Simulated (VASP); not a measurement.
A run of VASP 6.6.1 is set up as follows.

The input INCAR:

```
  ALGO = Normal
  EDIFF = 1E-6
  ENCUT = 520
  GGA = PS
  ISIF = 2
  ISMEAR = 0
  LASPH = T
  LCHARG = T
  LELF = T
  LREAL = F
  LVHAR = T
  LWAVE = F
  NBANDS = 10
  NELM = 60
  PREC = Accurate
  SIGMA = 0.15
```

Contents of KPOINTS:

```
k-points
0
Gamma
  12 12 12
```

Contents of POSCAR:

```
K
1.0
    4.5615974539      1.1403993635      1.1403993635
    1.1403993635      4.5615974539      1.1403993635
    1.1403993635      1.1403993635      4.5615974539
K
1
Direct
    0.0000000000      0.0000000000      0.0000000000
```

Potentials or basis: VASP PAW PBE potentials, release 64 (K_sv).

Command:

```bash
$ cat potpaw_PBE.64/K_sv/POTCAR > POTCAR
$ mpirun -np 1 vasp_std > vasp.out
```

Estimate the pressure.

-0.4 GPa.

Caveat: the PAW data sets were made with another functional, which shifts forces and pressure a little.
